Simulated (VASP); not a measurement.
Set up this calculation in VASP 6.6.1, as the native input.

| Property | Result |
| --- | --- |
| Task | single point |
| Functional | BLYP |
| Potentials or basis | VASP PAW PBE potentials, release 64 (Hg, Te) |
| Cutoff | 520 eV |
| k mesh | 6 × 6 × 6 |
| Occupations | gaussian, width 0.05 eV |
| Spin | no spin polarisation |
| Dipole correction | no |
| Further INCAR settings | ALGO = Normal; EDIFF = 1e-07; NBANDS = 16 |

The structure of HgTe lies in POSCAR:

```
HgTe
1.0
    0.0000000000      3.2234988908      3.2234988908
    3.2234988908      0.0000000000      3.2234988908
    3.2234988908      3.2234988908      0.0000000000
Hg Te
1 1
Direct
    0.0000000000      0.0000000000      0.0000000000
    0.2500000000      0.2500000000      0.2500000000
```

The input as run:

INCAR

```
SYSTEM = HgTe
PREC = Accurate
ENCUT = 520
EDIFF = 1E-7
ISMEAR = 0
SIGMA = 0.05
LREAL = .False.
LASPH = .True.
NELM = 80
ALGO = Normal
ISIF = 2
LWAVE = .False.
LCHARG = .False.
GGA = B5
ALDAX = 1.0
AGGAX = 1.0
AGGAC = 1.0
ALDAC = 0.0
NBANDS = 16
```

KPOINTS

```
regular mesh
0
Gamma
  6 6 6
  0 0 0
```

Potentials or basis: VASP PAW PBE potentials, release 64 (Hg, Te).

Launch:

```console
$ cat potpaw_PBE.64/Hg/POTCAR potpaw_PBE.64/Te/POTCAR > POTCAR
$ mpirun -np 1 vasp_std > vasp.out
```

Results of the run:

```json
{"Pressure": "7.7 GPa", "Band gap on the k mesh": "zero (filled and empty bands touch)"}
```

Caveat: the PAW data sets were made with another functional, which shifts forces and pressure a little; spin-orbit coupling is left out, which moves the levels of the heavy elements.

Run time: 39 s on 1 thread of AMD EPYC 7R43 64-Core Processor (Zen 3) (shared host), peak memory 0.17 GiB.
